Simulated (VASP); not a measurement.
Crystal: InB2As3.

```xyz
6
Lattice="4.4005 0.0000 0.0000 -2.2002 3.8109 0.0000 0.0000 0.0000 7.3629" Properties=species:S:1:pos:R:3 pbc="T T T"
In    0.0000    0.0000    0.0000
B     0.0000    0.0000    4.6957
B     0.0000    0.0000    2.6672
As    2.2002    0.0000    3.6814
As   -1.1001    1.9055    3.6814
As    1.1001    1.9055    3.6814
```

| Quantity | Value |
| --- | --- |
| Program | VASP 6.6.1 |
| Task | relaxation of cell and atoms |
| Functional | PBE |
| Potentials or basis | VASP PAW PBE potentials, release 64 (In_d, B, As) |
| Cutoff | 600 eV |
| k mesh | 6 × 6 × 4 |
| Occupations | gaussian, width 0.1 eV |
| Spin | no spin polarisation |

At the start: pressure 30.1 GPa; volume 20.58 Å³/atom.

Question: How do energy, volume and symmetry change on relaxing?

Answer: Over 12 steps the energy falls by 1280.1 meV/atom and the volume is 24.32 Å³/atom (+18.2 %); space group P6/mmm (No. 191, to 0.05 Å).

The path:
```tsv
step	energy change (eV)	largest force (eV/Å)	pressure (GPa)	volume (Å³)
1	0.0000	0.0337	30.13	123.47
2	-5.2545	2.0688	-7.99	199.68
3	-5.8100	1.5391	-3.30	169.50
4	-5.8261	1.7150	-4.06	173.03
5	-6.9635	0.4998	-3.36	160.73
6	-7.1495	2.9954	-1.84	155.75
7	-7.5927	2.3262	1.35	144.45
8	-7.5940	2.3833	1.18	144.80
9	-7.5520	2.4927	-0.72	146.82
10	-7.6777	0.0959	0.14	145.66
11	-7.6777	0.0527	0.16	145.64
12	-7.6806	0.0106	-0.01	145.93
```

Final structure:
```
CELL_PARAMETERS angstrom
5.38816 0.00000 0.00000
-2.69408 4.66628 0.00000
0.00000 0.00000 5.80422
ATOMIC_POSITIONS crystal
In 0.00000 0.00000 0.00000
B 0.00000 0.00000 0.63541
B 0.00000 0.00000 0.36459
As 0.50000 0.00000 0.50000
As 0.00000 0.50000 0.50000
As 0.50000 0.50000 0.50000
```

Caveat: the volume moved by over 15 % at a fixed basis, so the end points are rough.
